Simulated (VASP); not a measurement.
A run of VASP 6.6.1:

INCAR

```
SYSTEM = I
PREC = Accurate
ENCUT = 520
EDIFF = 1E-6
ISMEAR = -1
SIGMA = 0.1
LREAL = .False.
LASPH = .True.
NELM = 60
ALGO = Normal
ISIF = 2
LWAVE = .False.
LCHARG = .True.
GGA = PE
LELF = .True.
LVHAR = .True.
NBANDS = 10
```

Contents of KPOINTS:

```
regular mesh
0
Gamma
  8 8 8
  0 0 0
```

The input POSCAR:

```
I
1.0
   -2.0539795980      2.0539795980      2.0539795980
    2.0539795980     -2.0539795980      2.0539795980
    2.0539795980      2.0539795980     -2.0539795980
I
1
Direct
    0.0000000000      0.0000000000      0.0000000000
```

Potentials or basis: VASP PAW PBE potentials, release 64 (I).

Launch:

```console
$ cat potpaw_PBE.64/I/POTCAR > POTCAR
$ mpirun -np 1 vasp_std > vasp.out
```

Hardware: 1 thread of Intel(R) Xeon(R) 6975P-C (Granite Rapids), on a shared host.

Question: How long does it take, and how much memory?

Answer: It took 4.7 s on 1 thread of Intel(R) Xeon(R) 6975P-C (Granite Rapids), on a shared host, peak memory 0.15 GiB. Counts: scf iterations 10, k points 29.
